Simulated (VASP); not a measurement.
# Zr (R-3m) in VASP: notebook

Runs on Zr. Level: PBE. Tasks: electric field gradients.

Program: VASP 6.6.1. These are calculated values, not measurements. Logs are shortened: lines on timing, memory, paths and dates and some standing lists are left out, and cuts for length are marked.

## (1) The cell of the first run

It takes space group R-3m (No. 166, trigonal). The conventional cell has a = 4.357 Å, b = 4.357 Å, c = 10.674 Å, α = 90.00°, β = 90.00°, γ = 120.00°. Zr (site symmetry 3m) has 1 Zr at 1.71 Å within 2.3 Å.

## (2) Electric field gradients, PBE (shortest bond scaled by 0.64)

File INCAR:

```
SYSTEM = Zr
  ALGO = Normal
  EDIFF = 1E-8
  ENCUT = 520
  GGA = PE
  ISIF = 2
  ISMEAR = -1
  LASPH = .TRUE.
  LCHARG = .FALSE.
  LEFG = .TRUE.
  LREAL = .FALSE.
  LWAVE = .FALSE.
  NBANDS = 19
  NELM = 100
  PREC = Accurate
  SIGMA = 0.05
```

File KPOINTS:

```
k-points
0
G
  9 9 9
  0 0 0
```

File POSCAR:

```
Zr
1.0
    0.0000000000      3.0812078526      3.0812078526
    3.0812078526      0.0000000000      3.0812078526
    3.0812078526      3.0812078526      0.0000000000
Zr
2
Direct
   -0.2600000000     -0.0800000000     -0.0800000000
    0.2600000000      0.0800000000      0.0800000000
```

Potentials or basis: VASP PAW PBE potentials, release 64 (Zr_sv).

The run is started by

```bash
$ cat potpaw_PBE.64/Zr_sv/POTCAR > POTCAR
$ mpirun -np 1 vasp_std > vasp.out
```

OUTCAR:

```text
SYSTEM = Zr
   EDIFF = 1E-8
   ENCUT = 520
   GGA = PE
   ISIF = 2
   ISMEAR = -1
   LASPH = .TRUE.
   LREAL = .FALSE.
   NELM = 100
   PREC = Accurate

 ion  position               nearest neighbor table
   1  0.740  0.920  0.920-   2 1.71   2 3.12   2 3.12   2 3.12
   2  0.260  0.080  0.080-   1 1.71   1 3.12   1 3.12   1 3.12

 -----------------------------------------------------------------------------
|                                                                             |
|           W    W    AA    RRRRR   N    N  II  N    N   GGGG   !!!           |
|           W    W   A  A   R    R  NN   N  II  NN   N  G    G  !!!           |
|           W    W  A    A  R    R  N N  N  II  N N  N  G       !!!           |
|           W WW W  AAAAAA  RRRRR   N  N N  II  N  N N  G  GGG   !            |
|           WW  WW  A    A  R   R   N   NN  II  N   NN  G    G                |
|           W    W  A    A  R    R  N    N  II  N    N   GGGG   !!!           |
|                                                                             |
|     The distance between some ions is very small. Please check the          |
|     nearest-neighbor list in the OUTCAR file.                               |
|     I HOPE YOU KNOW WHAT YOU ARE DOING!                                     |
|                                                                             |
 -----------------------------------------------------------------------------

  LATTYP: Found a face centered cubic cell.
 ALAT       =     6.1624157052

  Lattice vectors:

 A1 = (   0.0000000000,   3.0812078526,   3.0812078526)
 A2 = (   3.0812078526,   0.0000000000,   3.0812078526)
 A3 = (   3.0812078526,   3.0812078526,   0.0000000000)

Analysis of symmetry for initial positions (statically):
=====================================================================
 Subroutine PRICEL returns:
 Original cell was already a primitive cell.

 Routine SETGRP: Setting up the symmetry group for a
 face centered cubic supercell.

 Subroutine GETGRP returns: Found 12 space group operations
 (whereof  4 operations were pure point group operations)
 out of a pool of 48 trial point group operations.

The static configuration has the point symmetry C_2h.
 The point group associated with its full space group is D_3d.

Analysis of symmetry for dynamics (positions and initial velocities):
=====================================================================
 Subroutine PRICEL returns:
 Original cell was already a primitive cell.

 Routine SETGRP: Setting up the symmetry group for a
 face centered cubic supercell.

 Subroutine GETGRP returns: Found 12 space group operations
 (whereof  4 operations were pure point group operations)
 out of a pool of 48 trial point group operations.

The dynamic configuration has the point symmetry C_2h.
 The point group associated with its full space group is D_3d.

 Subroutine INISYM returns: Found 12 space group operations
 (whereof  4 operations are pure point group operations),
 and found     1 'primitive' translations

----------------------------------------------------------------------------------------

                                     Primitive cell

  volume of cell :      58.5050

  direct lattice vectors                    reciprocal lattice vectors
     0.000000000  3.081207853  3.081207853    -0.162274025  0.162274025  0.162274025
     3.081207853  0.000000000  3.081207853     0.162274025 -0.162274025  0.162274025
     3.081207853  3.081207853  0.000000000     0.162274025  0.162274025 -0.162274025

  length of vectors
     4.357485934  4.357485934  4.357485934     0.281066856  0.281066856  0.281066856

  position of ions in fractional coordinates (direct lattice)
     0.740000000  0.920000000  0.920000000
     0.260000000  0.080000000  0.080000000

  ion indices of the primitive-cell ions
   primitive index   ion index
                 1           1
                 2           2

----------------------------------------------------------------------------------------

[... 54 lines left out ...]
   dimension x,y,z NGX =    32 NGY =   32 NGZ =   32
   dimension x,y,z NGXF=    64 NGYF=   64 NGZF=   64
   ions per type =               2
   NGX,Y,Z   is equivalent  to a cutoff of  12.21, 12.21, 12.21 a.u.
   NGXF,Y,Z  is equivalent  to a cutoff of  24.42, 24.42, 24.42 a.u.
 SYSTEM =  Zr
   PREC   = accura    normal or accurate (medium, high low for compatibility)
   ISTART =      0    job   : 0-new  1-cont  2-samecut
   ICHARG =      2    charge: 1-file 2-atom 10-const
   ISPIN  =      1    spin polarized calculation?
   LNONCOLLINEAR =      F non collinear calculations
   LSORBIT =      F    spin-orbit coupling
   LASPH  =      T    aspherical Exc in radial PAW
   ENCUT  =  520.0 eV  38.22 Ry    6.18 a.u.   8.10  8.10  8.10*2*pi/ulx,y,z
   NELM   =    100;   NELMIN=  2; NELMDL= -5     # of ELM steps
   EDIFF  = 0.1E-07   stopping-criterion for ELM
   LREAL  =      F    real-space projection
   EDIFFG = 0.1E-06   stopping-criterion for IOM
   NSW    =      0    number of steps for IOM
   IBRION =     -1    ionic relax: 0-MD 1-quasi-New 2-CG
   NFREE  =      0    steps in history (QN), initial steepest desc. (CG)
   ISIF   =      2    stress and relaxation
   ISYM   =      2    0-nonsym 1-usesym 2-fastsym
   POTIM  = 0.5000    time-step for ionic-motion
   TEBEG  =    0.0;   TEEND  =   0.0 temperature during run
   PSTRESS=    0.0 pullay stress
   NELECT =      24.0000    total number of electrons
   NUPDOWN=      -1.0000    fix difference up-down
   EMIN   =  10.00;   EMAX   =-10.00  energy-range for DOS
   EFERMI =   0.00;   METHOD = LEGACY
   ISMEAR =    -1;   SIGMA  =   0.05  broadening in eV -4-tet -1-fermi 0-gaus
   EFERMI_NEDOS =   21; number of points for ismear=-14 and -15
   IALGO  =     38    algorithm
   IMIX   =      4    mixing-type and parameters
     AMIX     =   0.40;   BMIX     =  1.00
     AMIX_MAG =   1.60;   BMIX_MAG =  1.00
  volume/ion in A,a.u.               =      29.25       197.41
  Fermi-wavevector in a.u.,A,eV,Ry     =   1.216413  2.298687 20.131992  1.479660
  Thomas-Fermi vector in A             =   2.351767
   LORBIT       =      0    0 simple, 1 ext, 2 COOP (PROOUT), +10 PAW based schemes
   GGA     = PE    functional components
   LHFCALC =     F    Hartree Fock is set to
   AEXX    =    0.0000 exact exchange contribution
   IVDW    =     0    specifies the selected vdW correction
   LEPSILON=     F    determine dielectric tensor
   LRPA    =     F    only Hartree local field effects (RPA)
 non-spin polarized calculation
  energy-cutoff  :      520.00
  volume of cell :       58.51
 maximum number of plane-waves:      1592
   NGX = 17   NGY = 17   NGZ = 17

 number of electron      24.0000001 magnetization

 Free energy of the ion-electron system (eV)
  ---------------------------------------------------
  ext. energy  EPLUGINS =         0.00000000
  ---------------------------------------------------
  free energy    TOTEN  =        -4.21794109 eV

  energy without entropy =       -4.19852579  energy(sigma->0) =       -4.20823344

 E-fermi :   5.5578     XC(G=0):  -9.4177

 val. band max:        5.5527020482   @ k =   0.0000   0.0000   0.0000
 cond. band min:       5.5642630210   @ k =   0.1111  -0.3333   0.3333
 fundamental gap:      0.0115609728
 Fermi energy:         5.5577738068

 k-point     1 :       0.0000    0.0000    0.0000
  band No.  band energies     occupation
      1     -45.7588      2.00000
      2     -39.8344      2.00000
      3     -25.6903      2.00000
      4     -21.8162      2.00000
      5     -21.8162      2.00000
      6     -18.7718      2.00000
[... 505 lines left out ...]
      6     -18.7917      2.00000
[... 11 lines left out ...]
     18      11.2135      0.00000
     19      11.9747      0.00000

 [... further k-points ...]

------------------------ aborting loop because EDIFF is reached ----------------------------------------

  FORCE on cell =-STRESS in cart. coord.  units (eV):
  Direction    XX          YY          ZZ          XY          YZ          ZX
  --------------------------------------------------------------------------------------
  -------------------------------------------------------------------------------------
  Total       24.5983065     24.5983065     24.5983065    -26.8606034     26.8606034    -26.8606034
  in kB      673.6321511    673.6321511    673.6321511   -735.5858433    735.5858433   -735.5858433
  external PRESSURE =     673.6321511 kB  Pullay stress =       0.0000000 kB

 VOLUME and BASIS-vectors are now :
 -----------------------------------------------------------------------------
  energy-cutoff  :      520.00
  volume of cell :       58.51
      direct lattice vectors                 reciprocal lattice vectors
     0.000000000  3.081207853  3.081207853    -0.162274025  0.162274025  0.162274025
     3.081207853  0.000000000  3.081207853     0.162274025 -0.162274025  0.162274025
     3.081207853  3.081207853  0.000000000     0.162274025  0.162274025 -0.162274025

 POSITION                                       TOTAL-FORCE (eV/Angst)
 -----------------------------------------------------------------------------------
      5.66942      5.11481      5.11481       -26.333598     26.333598     26.333598
      0.49299      1.04761      1.04761        26.333598    -26.333598    -26.333598
 -----------------------------------------------------------------------------------
    total drift:                                0.000000      0.000000      0.000000

  FREE ENERGIE OF THE ION-ELECTRON SYSTEM (eV)
  ---------------------------------------------------
  free  energy   TOTEN  =        -4.2179410878 eV

  energy  without entropy=       -4.1985257892  energy(sigma->0) =       -4.20823344

 Electric field gradients (V/A^2)
---------------------------------------------------------------------
 ion       V_xx      V_yy      V_zz      V_xy      V_xz      V_yz
---------------------------------------------------------------------
   1       0.000    -0.000    -0.000   161.249   161.249  -161.249
   2       0.000    -0.000    -0.000   161.249   161.249  -161.249
---------------------------------------------------------------------

 Electric field gradients after diagonalization (V/A^2)
 (convention: |V_zz| > |V_xx| > |V_yy|)
----------------------------------------------------------------------
 ion       V_xx      V_yy      V_zz     asymmetry (V_yy - V_xx)/ V_zz
----------------------------------------------------------------------
   1     161.249   161.249  -322.498       0.000
   2     161.249   161.249  -322.498       0.000
----------------------------------------------------------------------

           NMR quadrupolar parameters

 Cq : quadrupolar parameter    Cq=e*Q*V_zz/h
 eta: asymmetry parameters     (V_yy - V_xx)/ V_zz
 Q  : nuclear electric quadrupole moment in mb (millibarn)
----------------------------------------------------------------------
 ion       Cq(MHz)       eta       Q (mb)
----------------------------------------------------------------------
   1      -0.780       0.000       1.000
   2      -0.780       0.000       1.000
----------------------------------------------------------------------
```

Wall time 53 s (1 thread of Intel Xeon Platinum 8488C (Sapphire Rapids), shared host); peak memory 0.22 GiB.

What came out:

* Free energy: -4.2179 eV
* Pressure: 67.4 GPa
* Largest force: 45.611 eV/Å
* Band gap on the k mesh: zero (band 12 reaches 6.08 eV, above the bottom of band 13 at 5.20 eV)

Forces on the atoms (eV/Å):
```
Zr  -26.334  26.334  26.334
Zr   26.334 -26.334 -26.334
```

Electric field gradients, principal values (V/Å²):
| atom | least | middle | greatest (by size) |
| --- | --- | --- | --- |
| 1 Zr | 161.249 | 161.249 | -322.498 |
| 2 Zr | 161.249 | 161.249 | -322.498 |

Caveat: the cell differs from its parent crystal (shortest bond scaled by 0.64); without QUAD_EFG the Cq values of the log hold for a quadrupole moment of 1 mb, not for the nuclei; forces of over 1 eV/Å act on the atoms, so gaps and moduli don't describe the material at rest.

## (3) Electric field gradients, PBE

File INCAR:

```
SYSTEM = Zr
  PREC = Accurate
  ENCUT = 520
  EDIFF = 1E-8
  ISMEAR = 1
  SIGMA = 0.1
  LREAL = .FALSE.
  LASPH = .TRUE.
  NELM = 100
  ALGO = Normal
  ISIF = 2
  LWAVE = .FALSE.
  LCHARG = .FALSE.
  GGA = PE
  LEFG = .TRUE.
  NBANDS = 19
```

File KPOINTS:

```
Automatic mesh
0
G
  9 9 9
  0 0 0
```

POSCAR is that of step 2.

Potentials or basis: VASP PAW PBE potentials, release 64 (Zr_sv).

The run is started by

```bash
$ cat potpaw_PBE.64/Zr_sv/POTCAR > POTCAR
$ mpirun -np 1 vasp_std > vasp.out
```

OUTCAR:

```text
SYSTEM = Zr
   PREC = Accurate
   ENCUT = 520
   EDIFF = 1E-8
   ISMEAR = 1
   LREAL = .FALSE.
   LASPH = .TRUE.
   NELM = 100
   ISIF = 2
   GGA = PE

 ion  position               nearest neighbor table
   1  0.740  0.920  0.920-   2 1.71   2 3.12   2 3.12   2 3.12
   2  0.260  0.080  0.080-   1 1.71   1 3.12   1 3.12   1 3.12

 -----------------------------------------------------------------------------
|                                                                             |
|           W    W    AA    RRRRR   N    N  II  N    N   GGGG   !!!           |
|           W    W   A  A   R    R  NN   N  II  NN   N  G    G  !!!           |
|           W    W  A    A  R    R  N N  N  II  N N  N  G       !!!           |
|           W WW W  AAAAAA  RRRRR   N  N N  II  N  N N  G  GGG   !            |
|           WW  WW  A    A  R   R   N   NN  II  N   NN  G    G                |
|           W    W  A    A  R    R  N    N  II  N    N   GGGG   !!!           |
|                                                                             |
|     The distance between some ions is very small. Please check the          |
|     nearest-neighbor list in the OUTCAR file.                               |
|     I HOPE YOU KNOW WHAT YOU ARE DOING!                                     |
|                                                                             |
 -----------------------------------------------------------------------------

  LATTYP: Found a face centered cubic cell.
 ALAT       =     6.1624157052

  Lattice vectors:

 A1 = (   0.0000000000,   3.0812078526,   3.0812078526)
 A2 = (   3.0812078526,   0.0000000000,   3.0812078526)
 A3 = (   3.0812078526,   3.0812078526,   0.0000000000)

Analysis of symmetry for initial positions (statically):
=====================================================================
 Subroutine PRICEL returns:
[... 708 lines left out ...]
 [... further k-points ...]

------------------------ aborting loop because EDIFF is reached ----------------------------------------

  FORCE on cell =-STRESS in cart. coord.  units (eV):
  Direction    XX          YY          ZZ          XY          YZ          ZX
  --------------------------------------------------------------------------------------
  -------------------------------------------------------------------------------------
  Total       24.5933328     24.5933328     24.5933328    -26.8980609     26.8980609    -26.8980609
  in kB      673.4959447    673.4959447    673.4959447   -736.6116293    736.6116293   -736.6116293
  external PRESSURE =     673.4959447 kB  Pullay stress =       0.0000000 kB

 VOLUME and BASIS-vectors are now :
 -----------------------------------------------------------------------------
  energy-cutoff  :      520.00
  volume of cell :       58.51
      direct lattice vectors                 reciprocal lattice vectors
     0.000000000  3.081207853  3.081207853    -0.162274025  0.162274025  0.162274025
     3.081207853  0.000000000  3.081207853     0.162274025 -0.162274025  0.162274025
     3.081207853  3.081207853  0.000000000     0.162274025  0.162274025 -0.162274025

 POSITION                                       TOTAL-FORCE (eV/Angst)
 -----------------------------------------------------------------------------------
      5.66942      5.11481      5.11481       -26.345457     26.345457     26.345457
      0.49299      1.04761      1.04761        26.345457    -26.345457    -26.345457
 -----------------------------------------------------------------------------------
    total drift:                                0.000000      0.000000      0.000000

  FREE ENERGIE OF THE ION-ELECTRON SYSTEM (eV)
  ---------------------------------------------------
  free  energy   TOTEN  =        -4.2081482056 eV

  energy  without entropy=       -4.2079880266  energy(sigma->0) =       -4.20809481

 Electric field gradients (V/A^2)
---------------------------------------------------------------------
 ion       V_xx      V_yy      V_zz      V_xy      V_xz      V_yz
---------------------------------------------------------------------
   1       0.000    -0.000    -0.000   161.535   161.535  -161.535
   2       0.000    -0.000    -0.000   161.535   161.535  -161.535
---------------------------------------------------------------------

 Electric field gradients after diagonalization (V/A^2)
 (convention: |V_zz| > |V_xx| > |V_yy|)
----------------------------------------------------------------------
 ion       V_xx      V_yy      V_zz     asymmetry (V_yy - V_xx)/ V_zz
----------------------------------------------------------------------
   1     161.535   161.535  -323.070       0.000
   2     161.535   161.535  -323.070       0.000
----------------------------------------------------------------------

           NMR quadrupolar parameters

 Cq : quadrupolar parameter    Cq=e*Q*V_zz/h
 eta: asymmetry parameters     (V_yy - V_xx)/ V_zz
 Q  : nuclear electric quadrupole moment in mb (millibarn)
----------------------------------------------------------------------
 ion       Cq(MHz)       eta       Q (mb)
----------------------------------------------------------------------
   1      -0.781       0.000       1.000
   2      -0.781       0.000       1.000
----------------------------------------------------------------------
```

stdout:

```text
POSCAR found type information on POSCAR Zr
 POSCAR found :  1 types and       2 ions
 scaLAPACK will be used
 LDA part: xc-table for (Slater+PW92), standard interpolation
 -----------------------------------------------------------------------------
|                                                                             |
|           W    W    AA    RRRRR   N    N  II  N    N   GGGG   !!!           |
|           W    W   A  A   R    R  NN   N  II  NN   N  G    G  !!!           |
|           W    W  A    A  R    R  N N  N  II  N N  N  G       !!!           |
|           W WW W  AAAAAA  RRRRR   N  N N  II  N  N N  G  GGG   !            |
|           WW  WW  A    A  R   R   N   NN  II  N   NN  G    G                |
|           W    W  A    A  R    R  N    N  II  N    N   GGGG   !!!           |
|                                                                             |
|     The distance between some ions is very small. Please check the          |
|     nearest-neighbor list in the OUTCAR file.                               |
|     I HOPE YOU KNOW WHAT YOU ARE DOING!                                     |
|                                                                             |
 -----------------------------------------------------------------------------

 POSCAR, INCAR and KPOINTS ok, starting setup
 FFT: planning ... GRIDC
 FFT: planning ... GRID_SOFT
 FFT: planning ... GRID
 WAVECAR not read
 entering main loop
ion   1

ion   2
```

Run time: 53 s. Hardware: 1 thread of Intel Xeon Platinum 8488C (Sapphire Rapids), shared host; peak memory 0.22 GiB.

Results:

| Quantity | Value |
| --- | --- |
| Free energy | -4.2081 eV |
| Pressure | 67.3 GPa |
| Largest force | 45.632 eV/Å |
| Band gap on the k mesh | zero (band 12 reaches 6.08 eV, above the bottom of band 13 at 5.20 eV) |

Forces in eV/Å, atoms in the order of the input:
```
Zr  -26.345  26.345  26.345
Zr   26.345 -26.345 -26.345
```

Electric field gradients, principal values (V/Å²):
```
atom    least   middle  greatest (by size)
1 Zr  161.535  161.535            -323.070
2 Zr  161.535  161.535            -323.070
```

Caveat: without QUAD_EFG the Cq values of the log hold for a quadrupole moment of 1 mb, not for the nuclei; forces of over 1 eV/Å act on the atoms, so gaps and moduli don't describe the material at rest.
